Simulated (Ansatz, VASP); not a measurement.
## Two plane-wave programs on AlSiN

INCAR

```
  ALGO = Normal
  EDIFF = 1E-7
  EDIFFG = -0.04
  ENCUT = 600
  GGA = PE
  GGA_COMPAT = False
  IBRION = 2
  ISIF = 3
  ISMEAR = 0
  ISPIN = 2
  LASPH = True
  LCHARG = False
  LORBIT = 11
  LREAL = False
  LWAVE = False
  MAGMOM = 0 0 0 0 1 1
  NELM = 200
  NELMIN = 4
  NSW = 90
  PREC = Accurate
  SIGMA = 0.1
```

The input KPOINTS:

```
k-points
0
Gamma
  6 6 4
```

The input POSCAR:

```
AlSiN
1.0
    3.7254150800      0.0000000000      0.0000000000
    0.0000000000      3.7254150800      0.0000000000
    0.0000000000      0.0000000000      5.9317418500
Al Si N
2 2 2
Direct
    0.0000000000      0.5000000000      0.8233169900
    0.5000000000      0.0000000000      0.1766830100
    0.0000000000      0.0000000000      0.0000000000
    0.5000000000      0.5000000000      0.0000000000
    0.0000000000      0.5000000000      0.3122291300
    0.5000000000      0.0000000000      0.6877708700
```

Input for Ansatz:

```yaml
crystal:
  lattice:
    - [3.72541508, 0.0, 0.0]
    - [0.0, 3.72541508, 0.0]
    - [0.0, 0.0, 5.93174185]
  atoms:
    - { symbol: Al, position: [0.0, 0.5, 0.82331699] }
    - { symbol: Al, position: [0.5, 0.0, 0.17668301] }
    - { symbol: Si, position: [0.0, 0.0, 0.0] }
    - { symbol: Si, position: [0.5, 0.5, 0.0] }
    - { symbol: "N", position: [0.0, 0.5, 0.31222913], spin: 1.0 }
    - { symbol: "N", position: [0.5, 0.0, 0.68777087], spin: 1.0 }
basis:
  ecutwfc: 420
kpoints:
  mp_grid: { grid: [6, 6, 4] }
hamiltonian:
  xc: pbe
scf:
  occupations: { method: gaussian, width: 0.1 }
  lower_state_search: "off"
output:
  forces: true
  stress: true
  eigenvalues: true
  populations: true
magnetization:
  spin_polarized: true
relax:
  adjacent_minimum: "off"
  f_tol: 0.04
  max_steps: 70
  cell: { stress_tol: 0.4 }
```

Change from the starting cell: species swapped into the TbFeSi type (P4/nmm, No. 129).

Alike in both runs: task relaxation of cell and atoms; functional PBE; k mesh 6 × 6 × 4; occupations gaussian, width 0.1 eV; collinear spin.

```csv
,VASP,Ansatz
version,VASP 6.6.1,Ansatz 0.2.0
potentials or method,"VASP PAW PBE potentials, release 64 (Al, Si, N), cutoff 600 eV","scalar-relativistic, plane waves, PAW"
valence electrons in the cell,24,24
```

|  | VASP | Ansatz | Ansatz less VASP |
| --- | --- | --- | --- |
| gap on the k mesh at the Fermi level, each at its own relaxed structure (eV) | none | none | - |
| net moment per atom (μB) | 0.00 | 0.00 | 0.000 |
| relaxed volume (Å³/atom) | 12.97 | 14.38 | +1.415 |
| relaxed length of the cell vector where the two differ most in proportion (Å) | 8.093 | 9.107 | +1.0143 |

A gap of «none» marks a metal or a gap that the smearing closes. One of these differences is far larger than is usual between the two programs; its cause wasn't traced. Ansatz's warnings: seeded moment not kept.
